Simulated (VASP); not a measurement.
Si, 2 atoms in the cell. It takes space group Fd-3m (No. 227, cubic). Conventional cell: a = 5.560 Å, b = 5.560 Å, c = 5.560 Å, α = 90.00°, β = 90.00°, γ = 90.00°. Within 3.2 Å of Si (site symmetry -43m) lie 4 Si at 2.41 Å. 

* Program: VASP 6.6.1
* Task: single point
* Functional: PBEsol
* Dispersion: D3(BJ)
* Potentials or basis: VASP PAW PBE potentials, release 64 (Si)
* Cutoff: 500 eV
* k mesh: 6 × 6 × 6
* Occupations: gaussian, width 0.01 eV
* Spin: no spin polarisation
* Dipole correction: no
* Further INCAR settings: ALGO = Normal; EDIFF = 1e-06; NBANDS = 11

Potentials or basis: VASP PAW PBE potentials, release 64 (Si).

Launch:

```bash
$ cat potpaw_PBE.64/Si/POTCAR > POTCAR
$ mpirun -np 1 vasp_std > vasp.out
```

Hardware: 1 thread of Intel(R) Xeon(R) Platinum 8488C (Sapphire Rapids), on a shared host.

How long does it take, and how much memory?

Run time: 5 s on 1 thread of Intel(R) Xeon(R) Platinum 8488C (Sapphire Rapids), on a shared host, peak memory 0.16 GiB. Counts: scf iterations 11, k points 16.
